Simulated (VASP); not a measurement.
# AsF (F-43m) in VASP: notebook, part 2 of 2

VASP 6.6.1. Earlier steps stand in the parts before.

## Step 4: Relaxation of cell and atoms, PBE

INCAR

```
PREC = Accurate
ENCUT = 600
EDIFF = 1E-6
ISMEAR = 0
SIGMA = 0.1
LREAL = F
LASPH = T
NELM = 100
ALGO = Normal
ISIF = 3
LWAVE = F
LCHARG = F
GGA = PE
IBRION = 2
NSW = 90
EDIFFG = -0.04
```

KPOINTS

```
Automatic mesh
0
Gamma
  6 6 6
```

POSCAR

```
AsF
1.0
    0.0000000000      2.5983483905      2.5983483905
    2.5983483905      0.0000000000      2.5983483905
    2.5983483905      2.5983483905      0.0000000000
As F
1 1
Direct
    0.0000000000      0.0000000000      0.0000000000
    0.7500000000      0.7500000000      0.7500000000
```

Potentials or basis: VASP PAW PBE potentials, release 64 (As, F).

On the command line:

```
cat potpaw_PBE.64/As/POTCAR potpaw_PBE.64/F/POTCAR > POTCAR
mpirun -np 1 vasp_std > vasp.out
```

OUTCAR:

```text
PREC = Accurate
   ENCUT = 600
   EDIFF = 1E-6
   ISMEAR = 0
   LREAL = F
   LASPH = T
   NELM = 100
   ISIF = 3
   GGA = PE
   IBRION = 2
   NSW = 90
   EDIFFG = -0.04

 ion  position               nearest neighbor table
   1  0.000  0.000  0.000-   2 2.25   2 2.25   2 2.25   2 2.25
   2  0.750  0.750  0.750-   1 2.25   1 2.25   1 2.25   1 2.25

  LATTYP: Found a face centered cubic cell.
 ALAT       =     5.1966967810

  Lattice vectors:

 A1 = (   0.0000000000,   2.5983483905,   2.5983483905)
 A2 = (   2.5983483905,   0.0000000000,   2.5983483905)
 A3 = (   2.5983483905,   2.5983483905,   0.0000000000)

Analysis of symmetry for initial positions (statically):
=====================================================================
 Subroutine PRICEL returns:
 Original cell was already a primitive cell.

 Routine SETGRP: Setting up the symmetry group for a
 face centered cubic supercell.

 Subroutine GETGRP returns: Found 24 space group operations
 (whereof 24 operations were pure point group operations)
 out of a pool of 48 trial point group operations.

The static configuration has the point symmetry T_d .

Analysis of symmetry for dynamics (positions and initial velocities):
=====================================================================
 Subroutine PRICEL returns:
 Original cell was already a primitive cell.

 Routine SETGRP: Setting up the symmetry group for a
 face centered cubic supercell.

 Subroutine GETGRP returns: Found 24 space group operations
 (whereof 24 operations were pure point group operations)
 out of a pool of 48 trial point group operations.

The dynamic configuration has the point symmetry T_d .

 Subroutine INISYM returns: Found 24 space group operations
 (whereof 24 operations are pure point group operations),
 and found     1 'primitive' translations
[... 161 lines left out ...]
 -----------------------------------------------------------------------------------
    total drift:                                0.000000      0.000000      0.000000

  FREE ENERGIE OF THE ION-ELECTRON SYSTEM (eV)
  ---------------------------------------------------
  free  energy   TOTEN  =        -6.4923235933 eV

  energy  without entropy=       -6.4843182867  energy(sigma->0) =       -6.48832094

--------------------------------------- Ionic step        2  -------------------------------------------

 number of electron      11.9999990 magnetization

 Free energy of the ion-electron system (eV)
  ---------------------------------------------------
  ext. energy  EPLUGINS =         0.00000000
  ---------------------------------------------------
  free energy    TOTEN  =        -6.58667456 eV

  energy without entropy =       -6.57835308  energy(sigma->0) =       -6.58251382

 E-fermi :   2.5215     XC(G=0):  -8.9722

 val. band max:        2.5197532625   @ k =  -0.3333   0.3333   0.1667
 cond. band min:       2.5392818901   @ k =   0.1667   0.1667   0.0000
 fundamental gap:      0.0195286276
 Fermi energy:         2.5215423850

 k-point     1 :       0.0000    0.0000    0.0000
  band No.  band energies     occupation
      1     -21.8834      2.00000
      2      -8.1028      2.00000
      3      -3.3443      2.00000
      4      -3.3443      2.00000
      5      -3.3443      2.00000
      6       3.6317      0.00000
      7       3.6317      0.00000
      8       3.6317      0.00000
      9       8.6364      0.00000
     10      13.9975      0.00000
[... 183 lines left out ...]
 k-point    16 :      -0.3333    0.5000    0.1667
  band No.  band energies     occupation
      1     -21.7153      2.00000
      2      -8.5273      2.00000
      3      -4.2118      2.00000
      4      -4.1528      2.00000
      5      -1.6593      2.00000
      6       1.3663      2.00000
      7       3.0888      0.00000
      8       4.0549      0.00000
      9       8.8012      0.00000
     10      11.7332      0.00000

------------------------ aborting loop because EDIFF is reached ----------------------------------------

  FORCE on cell =-STRESS in cart. coord.  units (eV):
  Direction    XX          YY          ZZ          XY          YZ          ZX
  --------------------------------------------------------------------------------------
  -------------------------------------------------------------------------------------
  Total       -0.0548471     -0.0548471     -0.0548471      0.0000000      0.0000000      0.0000000
  in kB       -2.2186743     -2.2186743     -2.2186743      0.0000000      0.0000000      0.0000000
  external PRESSURE =      -2.2186743 kB  Pullay stress =       0.0000000 kB

 VOLUME and BASIS-vectors are now :
 -----------------------------------------------------------------------------
  energy-cutoff  :      600.00
  volume of cell :       39.61
      direct lattice vectors                 reciprocal lattice vectors
    -0.000000000  2.705496565  2.705496565    -0.184808958  0.184808958  0.184808958
     2.705496565 -0.000000000  2.705496565     0.184808958 -0.184808958  0.184808958
     2.705496565  2.705496565  0.000000000     0.184808958  0.184808958 -0.184808958

 POSITION                                       TOTAL-FORCE (eV/Angst)
 -----------------------------------------------------------------------------------
     -0.00000      2.70550      2.70550         0.000000     -0.000000     -0.000000
      4.05824      4.05824      4.05824        -0.000000      0.000000      0.000000
 -----------------------------------------------------------------------------------
    total drift:                                0.000000      0.000000      0.000000

  FREE ENERGIE OF THE ION-ELECTRON SYSTEM (eV)
  ---------------------------------------------------
  free  energy   TOTEN  =        -6.5866745637 eV

  energy  without entropy=       -6.5783530849  energy(sigma->0) =       -6.58251382

 reached required accuracy - stopping structural energy minimisation
```

OSZICAR:

```text
N       E                     dE             d eps       ncg     rms          rms(c)
DAV:   1     0.464734474482E+02    0.46473E+02   -0.68527E+03   320   0.119E+03
DAV:   2    -0.541270512609E+01   -0.51886E+02   -0.50967E+02   418   0.217E+02
DAV:   3    -0.717230269212E+01   -0.17596E+01   -0.17448E+01   364   0.393E+01
[... 15 lines left out ...]
DAV:   5    -0.658666791067E+01    0.60769E-03   -0.29883E-03   326   0.468E-01    0.118E-01
DAV:   6    -0.658673145857E+01   -0.63548E-04   -0.14759E-03   328   0.382E-01    0.625E-02
DAV:   7    -0.658667602922E+01    0.55429E-04   -0.61341E-04   352   0.203E-01    0.145E-02
DAV:   8    -0.658667444788E+01    0.15813E-05   -0.21293E-05   320   0.410E-02    0.415E-03
DAV:   9    -0.658667456374E+01   -0.11586E-06   -0.26990E-06   232   0.148E-02
   2 F= -.65866746E+01 E0= -.65825138E+01  d E =-.943510E-01
```

Run time: 8.1 s. Hardware: 1 thread of Intel Xeon 6975P-C (Granite Rapids), shared host; peak memory 0.17 GiB.

What came out:

```
Free energy                           : -6.5867 eV
Relaxed volume                        : 19.80 Å³/atom
Relaxed cell                          : a = 3.826 Å, b = 3.826 Å, c = 3.826 Å, α = 60.00°, β = 60.00°, γ = 60.00°
Space group after relaxing (to 0.1 Å) : F-43m (No. 216)
Energy gained by relaxing             : 47.2 meV/atom
Ionic steps                           : 2
Pressure after relaxing               : -0.2 GPa
Band gap on the k mesh                : zero (bands 6 and 7 overlap by 1.11 eV)
```

The path:
```csv
step,energy change (eV),largest force (eV/Å),pressure (GPa),volume (Å³)
1,0.0000,0.0000,7.81,35.09
2,-0.0944,0.0000,-0.22,39.61
```

Final structure:
```
As F
1.0
     0.00000    2.70550    2.70550
     2.70550    0.00000    2.70550
     2.70550    2.70550    0.00000
As F
1 1
Direct
  0.00000 0.00000 0.00000
  0.75000 0.75000 0.75000
```

Levels at points of the mesh, in eV from the Fermi level:
```
           k point  band 3  band 4  band 5  band 6  band 7  band 8  band 9  band 10
(0.00, 0.00, 0.00)   -5.87   -5.87   -5.87    1.11    1.11    1.11    6.11    11.48
(0.50, 0.00, 0.00)   -6.12   -6.12   -5.56   -0.71    1.34    1.34    7.78    10.05
(0.50, 0.50, 0.00)   -6.56   -6.56   -4.30   -1.97    1.61    1.61    5.44     8.26
```

## Step 5: Single point, PBE

This run uses another cell than the first one, of 19.77 Å³/atom.

INCAR

```
ALGO = Normal
EDIFF = 1E-6
ENCUT = 520
GGA = PE
ISIF = 2
ISMEAR = 0
LASPH = True
LCHARG = False
LREAL = False
LWAVE = False
NBANDS = 13
NELM = 80
PREC = Accurate
SIGMA = 0.1
```

KPOINTS

```
k-points
0
Gamma
  18 18 18
```

POSCAR

```
AsF
1.0
    0.0000000000      2.7040012670      2.7040012670
    2.7040012670      0.0000000000      2.7040012670
    2.7040012670      2.7040012670      0.0000000000
As F
1 1
Direct
    0.0000000000      0.0000000000      0.0000000000
    0.2500000000      0.2500000000      0.2500000000
```

On the command line:

```
cat potpaw_PBE.64/As/POTCAR potpaw_PBE.64/F/POTCAR > POTCAR
mpirun -np 1 vasp_std > vasp.out
```

Run time: 31 s. Hardware: 1 thread of Intel Xeon 6975P-C (Granite Rapids), shared host; peak memory 0.22 GiB.

It converged, with:

```yaml
Free_energy: -6.5960 eV
Pressure: -0.2 GPa
Band_gap_on_the_k_mesh: zero (bands 6 and 7 overlap by 1.40 eV)
```

Levels at points of the mesh, in eV from the Fermi level:
```tsv
k point	band 4	band 5	band 6	band 7	band 8	band 9
(0.00, 0.00, 0.00)	-5.89	-5.89	1.09	1.09	1.09	6.10
(0.50, 0.00, 0.00)	-6.15	-5.59	-0.73	1.32	1.32	7.77
(0.50, 0.50, 0.00)	-6.59	-4.32	-1.99	1.59	1.59	5.41
```

## Step 6: Relaxation of cell and atoms, PBE

This run uses another cell than the first one, of 19.73 Å³/atom.

INCAR

```
SYSTEM = AsF
  ALGO = Normal
  EDIFF = 1E-6
  EDIFFG = -0.01
  ENCUT = 600
  GGA = PE
  IBRION = 2
  ISIF = 3
  ISMEAR = 0
  LASPH = .TRUE.
  LCHARG = .FALSE.
  LREAL = .FALSE.
  LWAVE = .FALSE.
  NELM = 80
  NSW = 100
  PREC = Accurate
  SIGMA = 0.1
```

KPOINTS

```
k-points
0
G
  18 18 18
  0 0 0
```

POSCAR

```
AsF
1.0
    0.0000000000      2.7019275568      2.7019275568
    2.7019275568      0.0000000000      2.7019275568
    2.7019275568      2.7019275568      0.0000000000
As F
1 1
Direct
    0.0000000000      0.0000000000      0.0000000000
    0.2500000000      0.2500000000      0.2500000000
```

Potentials or basis: VASP PAW PBE potentials, release 64 (As, F).

On the command line:

```
cat potpaw_PBE.64/As/POTCAR potpaw_PBE.64/F/POTCAR > POTCAR
mpirun -np 1 vasp_std > vasp.out
```

Wall time 35 s (1 thread of Intel Xeon 6975P-C (Granite Rapids), shared host); peak memory 0.26 GiB.

It converged, with:

| Quantity | Value |
| --- | --- |
| Free energy | -6.5976 eV |
| Relaxed volume | 19.69 Å³/atom |
| Relaxed cell | a = 3.819 Å, b = 3.819 Å, c = 3.819 Å, α = 60.00°, β = 60.00°, γ = 60.00° |
| Space group after relaxing (to 0.1 Å) | F-43m (No. 216) |
| Energy gained by relaxing | 0.0 meV/atom |
| Ionic steps | 2 |
| Pressure after relaxing | 0.0 GPa |
| Band gap on the k mesh | zero (bands 6 and 7 overlap by 1.40 eV) |

Final structure:
```yaml
crystal:
  lattice:
    - [0.00000, 2.70023, 2.70023]
    - [2.70023, 0.00000, 2.70023]
    - [2.70023, 2.70023, 0.00000]
  atoms:
    - { symbol: As, position: [0.00000, 0.00000, 0.00000] }
    - { symbol: F, position: [0.25000, 0.25000, 0.25000] }
```

Levels at points of the mesh, in eV from the Fermi level:
```tsv
k point	band 3	band 4	band 5	band 6	band 7	band 8	band 9	band 10
(0.00, 0.00, 0.00)	-5.92	-5.92	-5.92	1.10	1.10	1.10	6.11	11.47
(0.50, 0.00, 0.00)	-6.18	-6.18	-5.60	-0.74	1.33	1.33	7.78	10.04
(0.50, 0.50, 0.00)	-6.62	-6.62	-4.33	-2.00	1.60	1.60	5.41	8.25
```

## Step 7: The runs side by side

| task | cell | k mesh | cutoff (eV) | gap on the mesh (eV) | pressure (GPa) | relaxed volume (Å³/atom) |
| --- | --- | --- | --- | --- | --- | --- |
| single point | a = 3.675 Å, angles 60.0°, 2 atoms | 6 × 6 × 6 | 520 | none | 7.8 | - |
| single point | a = 3.821 Å, angles 60.0°, 2 atoms | 6 × 6 × 6 | 520 | none | -0.1 | - |
| relaxation of cell and atoms | relaxed from a = 3.675 Å, angles 60.0°, 2 atoms | 6 × 6 × 6 | 600 | none | -0.2 | 19.80 |
| single point | a = 3.824 Å, angles 60.0°, 2 atoms | 18 × 18 × 18 | 520 | none | -0.2 | - |
| relaxation of cell and atoms | relaxed from a = 3.821 Å, angles 60.0°, 2 atoms | 18 × 18 × 18 | 600 | none | 0.0 | 19.69 |

Alike in all rows: level PBE; potentials or basis VASP PAW PBE potentials, release 64 (As, F); no spin polarisation; smearing gaussian 0.1 eV.

Caveats: the cell stands under pressure (at least some runs).

Total energies depend on the potentials used, so only differences within one code and one set of settings carry meaning.

The gap in the log of VASP goes by the Fermi energy; the results here count the filled bands.